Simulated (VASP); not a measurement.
A run of VASP 6.6.1:

File INCAR:

```
PREC = Accurate
ENCUT = 520
EDIFF = 1E-6
ISMEAR = -1
SIGMA = 0.05
LREAL = False
LASPH = True
NELM = 60
ALGO = Fast
ISIF = 2
LWAVE = False
LCHARG = False
GGA = PS
NBANDS = 25
```

Contents of KPOINTS:

```
Automatic mesh
0
Gamma
  6 6 8
```

The input POSCAR:

```
Ti
1.0
    4.5673748306      0.0913474966      0.0000000000
   -2.2045781627      3.9097888836      0.0000000000
    0.0000000000      0.0000000000      2.8262442700
Ti
3
Direct
    0.6664359423      0.3336477477      0.5000000000
    0.3335640577      0.6663522523      0.5000000000
    0.0000000000      0.0000000000      0.0000000000
```

Potentials or basis: VASP PAW PBE potentials, release 64 (Ti_sv).

Launch:

```console
$ cat potpaw_PBE.64/Ti_sv/POTCAR > POTCAR
$ mpirun -np 1 vasp_std > vasp.out
```

Hardware: 1 thread of Intel(R) Xeon(R) 6975P-C (Granite Rapids), on a shared host.

Task: How long does it take, and how much memory?

Result: It took 3.1 min on 1 thread of Intel(R) Xeon(R) 6975P-C (Granite Rapids), with other jobs on the host, peak memory 0.24 GiB. Counts: scf iterations 50, k points 100.
